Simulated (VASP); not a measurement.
GaP (lda), 2 atoms in the cell. Symmetry: F-43m, No. 216, cubic system. The conventional cell has a = 5.391 Å, b = 5.391 Å, c = 5.391 Å, α = 90.00°, β = 90.00°, γ = 90.00°. Within 3.1 Å of Ga (site symmetry -43m) lie 4 P at 2.33 Å. Within 3.1 Å of P (site symmetry -43m) lie 4 Ga at 2.33 Å. 

| Property | Result |
| --- | --- |
| Program | VASP 6.6.1 |
| Task | single point |
| Functional | LDA |
| Potentials or basis | VASP PAW LDA potentials, release 64 (Ga_d, P) |
| Cutoff | 500 eV |
| k mesh | 8 × 8 × 8 |
| Occupations | gaussian, width 0.01 eV |
| Spin | no spin polarisation |
| Dipole correction | no |
| Further INCAR settings | ALGO = Normal; EDIFF = 1e-06; NBANDS = 16 |

Potentials or basis: VASP PAW LDA potentials, release 64 (Ga_d, P).

Run with:

```console
$ cat potpaw_LDA.64/Ga_d/POTCAR potpaw_LDA.64/P/POTCAR > POTCAR
$ mpirun -np 1 vasp_std > vasp.out
```

Hardware: 1 thread of Intel(R) Xeon(R) 6975P-C (Granite Rapids), on a shared host.

**Question.** How long does it take, and how much memory?

**Answer.** Run time: 7.4 s on 1 thread of Intel(R) Xeon(R) 6975P-C (Granite Rapids), on a shared host, peak memory 0.14 GiB. Counts: scf iterations 12, k points 29.
